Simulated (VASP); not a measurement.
Ir:

```
Ir
1.0
     0.00000    1.76021    2.05417
     1.76021    0.00000    2.05417
     1.76021    1.76021    0.00000
Ir
1
Direct
  0.00000 0.00000 0.00000
```

This cell differs from its parent crystal: volume 12.729 Å^3 an atom, c/a of the conventional cell 1.1670.

Base run:

| Property | Result |
| --- | --- |
| Program | VASP 6.6.1 |
| Functional | LDA |
| Potentials or basis | VASP PAW LDA potentials, release 64 (Ir_sv_GW) |
| Cutoff | 500 eV |
| k mesh | 22 × 22 × 22 |
| Occupations | gaussian, width 0.15 eV |
| Spin | no spin polarisation |

Its results: pressure 47.7 GPa.

The run is repeated on the same cell with these changes: potentials or basis from VASP PAW LDA potentials, release 64 (Ir_sv_GW) to VASP PAW LDA potentials, release 64 (Ir); cutoff from 500 eV to 520 eV; further incar settings from ALGO = Normal; EDIFF = 1e-06; NBANDS = 14 to ALGO = Normal; EDIFF = 1e-07; NBANDS = 10; valence electrons from 17 to 9. What comes out?

Pressure 53.3 GPa.
